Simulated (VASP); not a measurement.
# GeSe (Pnma) in VASP: a series of runs, part 2 of 2

VASP 6.6.1. The steps go on from the part before.

## 4. Single point, r2SCAN (uniaxial z strain +1.0%)

POSCAR

```
GeSe
1.0
   11.2394027221      0.0000000000      0.0000000000
    0.0000000000      3.7939968499      0.0000000000
    0.0000000000      0.0000000000      4.7135876113
Ge Se
4 4
Direct
    0.1289729125      0.2500000000      0.1211829457
    0.8710270875      0.7500000000      0.8788170543
    0.3710270875      0.7500000000      0.6211829457
    0.6289729125      0.2500000000      0.3788170543
    0.8490442172      0.2500000000      0.5177248002
    0.1509557828      0.7500000000      0.4822751998
    0.6509557828      0.7500000000      0.0177248002
    0.3490442172      0.2500000000      0.9822751998
```

INCAR.step1

```
SYSTEM = GeSe
PREC     = Accurate       ! precision mode
ENCUT    = 550            ! plane-wave cutoff, eV
ISMEAR   = 0              ! smearing method
SIGMA    = 0.01           ! smearing width, eV
LREAL    = .False.        ! projectors in reciprocal space
LASPH    = .True.         ! aspherical terms in the spheres
NELM     = 120            ! most SCF steps
NBANDS   = 50             ! bands
GGA      = PE             ! functional
ALGO     = Normal         ! electronic algorithm
EDIFF    = 1E-5           ! SCF threshold, eV
LWAVE    = .True.         ! write WAVECAR
LCHARG   = .False.        ! write CHGCAR
GGA_COMPAT= .False.
```

INCAR.step2

```
SYSTEM = GeSe
PREC     = Accurate       ! precision mode
ENCUT    = 550            ! plane-wave cutoff, eV
EDIFF    = 1E-6           ! SCF threshold, eV
ISMEAR   = 0              ! smearing method
SIGMA    = 0.01           ! smearing width, eV
LREAL    = .False.        ! projectors in reciprocal space
LASPH    = .True.         ! aspherical terms in the spheres
NELM     = 120            ! most SCF steps
ALGO     = Normal         ! electronic algorithm
ISIF     = 2              ! what is computed and relaxed
LWAVE    = .False.        ! write WAVECAR
LCHARG   = .False.        ! write CHGCAR
METAGGA  = R2SCAN         ! meta-GGA
LMIXTAU  = .True.       
NBANDS   = 50             ! bands
ISTART   = 1            
GGA_COMPAT= .False.
```

KPOINTS

```
regular mesh
0
Gamma
  2 6 6
  0 0 0
```

Potentials or basis: VASP PAW PBE potentials, release 64 (Ge_d, Se).

Run with:

```bash
$ cat potpaw_PBE.64/Ge_d/POTCAR potpaw_PBE.64/Se/POTCAR > POTCAR
$ cp INCAR.step1 INCAR
$ mpirun -np 1 vasp_std > vasp.out
$ cp INCAR.step2 INCAR
$ mpirun -np 1 vasp_std > vasp.out
```

OUTCAR:

```text
SYSTEM = GeSe
   PREC = Accurate
   ENCUT = 550
   EDIFF = 1E-6
   ISMEAR = 0
   LREAL = .False.
   LASPH = .True.
   NELM = 120
   ISIF = 2
   METAGGA = R2SCAN
   ISTART = 1

 ion  position               nearest neighbor table
   1  0.129  0.250  0.121-   8 2.56   6 2.56   6 2.56
   2  0.871  0.750  0.879-   7 2.56   5 2.56   5 2.56
   3  0.371  0.750  0.621-   6 2.56   8 2.56   8 2.56
   4  0.629  0.250  0.379-   5 2.56   7 2.56   7 2.56
   5  0.849  0.250  0.518-   4 2.56   2 2.56   2 2.56
   6  0.151  0.750  0.482-   3 2.56   1 2.56   1 2.56
   7  0.651  0.750  0.018-   2 2.56   4 2.56   4 2.56
   8  0.349  0.250  0.982-   1 2.56   3 2.56   3 2.56

  LATTYP: Found a simple orthorhombic cell.
 ALAT       =     3.7939968499
 B/A-ratio  =     1.2423804757
 C/A-ratio  =     2.9624175156

  Lattice vectors:

 A1 = (   0.0000000000,   3.7939968499,   0.0000000000)
 A2 = (   0.0000000000,   0.0000000000,   4.7135876113)
 A3 = (  11.2394027221,   0.0000000000,   0.0000000000)

Analysis of symmetry for initial positions (statically):
[... 186 lines left out ...]
  energy without entropy =     -114.33407604  energy(sigma->0) =     -114.33407604

 E-fermi :   3.5018     XC(G=0): -10.0282

 val. band max:        3.3788828043   @ k =   0.0000   0.0000   0.0000
 cond. band min:       4.5414732387   @ k =   0.0000   0.0000   0.0000
 fundamental gap:      1.1625904344
 Fermi energy:         3.5018251539

 k-point     1 :       0.0000    0.0000    0.0000
  band No.  band energies     occupation
      1     -21.8663      2.00000
      2     -21.8648      2.00000
      3     -21.8612      2.00000
      4     -21.8606      2.00000
      5     -21.8602      2.00000
      6     -21.8592      2.00000
[... 1261 lines left out ...]
     49       8.9159      0.00000
     50       8.9159      0.00000

 [... further k-points ...]
[... 5 lines left out ...]
  --------------------------------------------------------------------------------------
  -------------------------------------------------------------------------------------
  Total       -0.0392810     -0.3655880     -0.3403072      0.0000000      0.0000000      0.0000000
  in kB       -0.3131129     -2.9141425     -2.7126258      0.0000000      0.0000000      0.0000000
  external PRESSURE =      -1.9799604 kB  Pullay stress =       0.0000000 kB

 VOLUME and BASIS-vectors are now :
 -----------------------------------------------------------------------------
  energy-cutoff  :      550.00
  volume of cell :      201.00
      direct lattice vectors                 reciprocal lattice vectors
    11.239402722  0.000000000  0.000000000     0.088972699  0.000000000  0.000000000
     0.000000000  3.793996850  0.000000000     0.000000000  0.263574283  0.000000000
     0.000000000  0.000000000  4.713587611     0.000000000  0.000000000  0.212152628

 POSITION                                       TOTAL-FORCE (eV/Angst)
 -----------------------------------------------------------------------------------
      1.44958      0.94850      0.57121        -0.013003      0.000000     -0.012653
      9.78982      2.84550      4.14238         0.013003     -0.000000      0.012653
      4.17012      2.84550      2.92800         0.013003      0.000000     -0.012653
      7.06928      0.94850      1.78559        -0.013003      0.000000      0.012653
      9.54275      0.94850      2.44034         0.003317      0.000000     -0.007401
      1.69665      2.84550      2.27325        -0.003317      0.000000      0.007401
      7.31635      2.84550      0.08355        -0.003317      0.000000     -0.007401
      3.92305      0.94850      4.63004         0.003317     -0.000000      0.007401
 -----------------------------------------------------------------------------------
    total drift:                                0.000000      0.000000      0.000000

  FREE ENERGIE OF THE ION-ELECTRON SYSTEM (eV)
  ---------------------------------------------------
  free  energy   TOTEN  =      -114.3340760380 eV

  energy  without entropy=     -114.3340760380  energy(sigma->0) =     -114.33407604
```

Run time: 29 min. Hardware: 1 thread of Oxide Virtual Turin-like, shared host; peak memory 0.47 GiB.

What came out:

| Quantity | Value |
| --- | --- |
| Free energy | -114.3341 eV |
| Pressure | -0.2 GPa |
| Largest force | 0.018 eV/Å |
| Band gap on the k mesh | 1.16 eV |

Forces in eV/Å, atoms in the order of the input:
```
Ge  -0.013  0.000 -0.013
Ge   0.013  0.000  0.013
Ge   0.013  0.000 -0.013
Ge  -0.013  0.000  0.013
Se   0.003  0.000 -0.007
Se  -0.003  0.000  0.007
Se  -0.003  0.000 -0.007
Se   0.003  0.000  0.007
```

Levels at points of the mesh, in eV from the valence-band top:
| k point | band 38 | band 39 | band 40 | band 41 | band 42 | band 43 |
| --- | --- | --- | --- | --- | --- | --- |
| (0.00, 0.00, 0.00) | -0.95 | -0.93 | 0.00 | 1.16 | 2.49 | 2.75 |
| (0.50, 0.00, 0.00) | -1.71 | -0.45 | -0.45 | 2.25 | 2.25 | 2.61 |
| (0.00, 0.50, 0.00) | -1.75 | -1.37 | -1.37 | 1.28 | 1.28 | 1.68 |
| (0.50, 0.50, 0.00) | -1.71 | -1.71 | -1.71 | 1.71 | 1.71 | 1.71 |
| (0.00, 0.00, 0.50) | -1.07 | -0.51 | -0.51 | 1.66 | 1.66 | 2.30 |
| (0.50, 0.00, 0.50) | -0.87 | -0.54 | -0.54 | 1.69 | 1.69 | 2.15 |
| (0.00, 0.50, 0.50) | -1.87 | -1.42 | -1.42 | 3.10 | 3.10 | 3.18 |
| (0.50, 0.50, 0.50) | -1.43 | -1.43 | -1.43 | 2.87 | 2.87 | 2.87 |

Caveat: the cell differs from its parent crystal (uniaxial z strain +1.0%); the PAW data sets were made with another functional, which shifts forces and pressure a little.

## 5. The runs side by side

```tsv
cell	gap on the mesh (eV)	pressure (GPa)	largest force (eV/Å)
a = 11.239, b = 3.794, c = 4.620 Å, 8 atoms, uniaxial z strain -1.0%	1.06	0.2	0.02
a = 11.239, b = 3.794, c = 4.760 Å, 8 atoms, uniaxial z strain +2.0%	1.22	-0.4	0.02
a = 11.239, b = 3.794, c = 4.714 Å, 8 atoms, uniaxial z strain +1.0%	1.16	-0.2	0.02
```

Alike in all rows: task single point; level r2SCAN; potentials or basis VASP PAW PBE potentials, release 64 (Ge_d, Se); no spin polarisation; k mesh 2 × 6 × 6; cutoff (eV) 550; smearing gaussian 0.01 eV.

Caveats: the PAW data sets were made with another functional, which shifts forces and pressure a little.

Total energies depend on the potentials used, so only differences within one code and one set of settings carry meaning.
